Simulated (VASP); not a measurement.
Set up this calculation in VASP 6.6.1, as the native input.

| Item | Value |
| --- | --- |
| Task | single point |
| Functional | PBEsol |
| Potentials or basis | VASP PAW PBE potentials, release 64 (Sn_d, O) |
| Cutoff | 520 eV |
| k mesh | 6 × 6 × 6 |
| Occupations | fermi-dirac, width 0.05 eV |
| Spin | no spin polarisation |
| Dipole correction | no |
| Further INCAR settings | ALGO = Normal; EDIFF = 1e-07; NBANDS = 64 |

The structure of SnO2 lies in POSCAR:

```
SnO2
1.0
   -3.3126170399      3.4814373938      3.4809795876
    3.3126170399     -3.4814373938      3.4809795876
    3.3126170399      3.4814373938     -3.4809795876
Sn O
4 8
Direct
    0.5000000000      0.0000000000      0.0000000000
    0.5000000000      0.5000000000      0.5000000000
    0.0035990000      0.7535990000      0.2500000000
    0.9964010000      0.2464010000      0.7500000000
    0.8064960000      0.8037740000      0.4972780000
    0.8064960000      0.3092180000      0.0027220000
    0.3024350000      0.2459400000      0.0564950000
    0.6894450000      0.2459400000      0.4435050000
    0.3105550000      0.7540600000      0.5564950000
    0.1935040000      0.6907820000      0.9972780000
    0.6975650000      0.7540600000      0.9435050000
    0.1935040000      0.1962260000      0.5027220000
```

These files were run (other wordings do the same):

INCAR

```
ALGO = Normal
EDIFF = 1E-7
ENCUT = 520
GGA = PS
ISIF = 2
ISMEAR = -1
LASPH = True
LCHARG = False
LREAL = False
LWAVE = False
NBANDS = 64
NELM = 60
PREC = Accurate
SIGMA = 0.05
```

KPOINTS

```
k-points
0
Gamma
  6 6 6
```

Potentials or basis: VASP PAW PBE potentials, release 64 (Sn_d, O).

Run with:

```sh
$ cat potpaw_PBE.64/Sn_d/POTCAR potpaw_PBE.64/O/POTCAR > POTCAR
$ mpirun -np 1 vasp_std > vasp.out
```

It gave:

```yaml
Pressure: -14.4 GPa
Largest_force: 0.252 eV/Å
```

Caveat: the cell stands under tension; the PAW data sets were made with another functional, which shifts forces and pressure a little.

Wall time 8.5 min on 1 thread of AMD EPYC 9R45 96-Core Processor (Zen 5), on a shared host, peak memory 0.5 GiB.
